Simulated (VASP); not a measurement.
Input of a VASP 6.6.1 run:

Contents of INCAR:

```
  PREC = Accurate
  ENCUT = 500
  EDIFF = 1E-6
  ISMEAR = 0
  SIGMA = 0.1
  LREAL = F
  LASPH = T
  NELM = 200
  ALGO = Normal
  ISIF = 2
  LWAVE = F
  LCHARG = F
  MAGMOM = 0 0 0
  LORBIT = 11
  LSORBIT = T
  GGA_COMPAT = F
  LORBMOM = T
  GGA = PE
  NBANDS = 20
```

The input KPOINTS:

```
Automatic mesh
0
Gamma
  1 1 1
```

Contents of POSCAR:

```
K
1.0
   -2.6180000000      2.6180000000      2.6180000000
    2.6180000000     -2.6180000000      2.6180000000
    2.6180000000      2.6180000000     -2.6180000000
K
1
Direct
    0.0000000000      0.0000000000      0.0000000000
```

Potentials or basis: VASP PAW PBE potentials, release 64 (K_sv).

Run with:

```console
$ cat potpaw_PBE.64/K_sv/POTCAR > POTCAR
$ mpirun -np 1 vasp_ncl > vasp.out
```

**Question.** Estimate the pressure.

**Answer.** -0.7 GPa.

**Question.** What does it give for the net moment?

**Answer.** 0.00 μB per cell.

Moments on the atoms (μB; x, y, z):
```
K   0.00 0.00 0.00
```

Caveat: the k points lie up to 1.70 Å⁻¹ apart, too coarse for converged energies, forces and pressures.
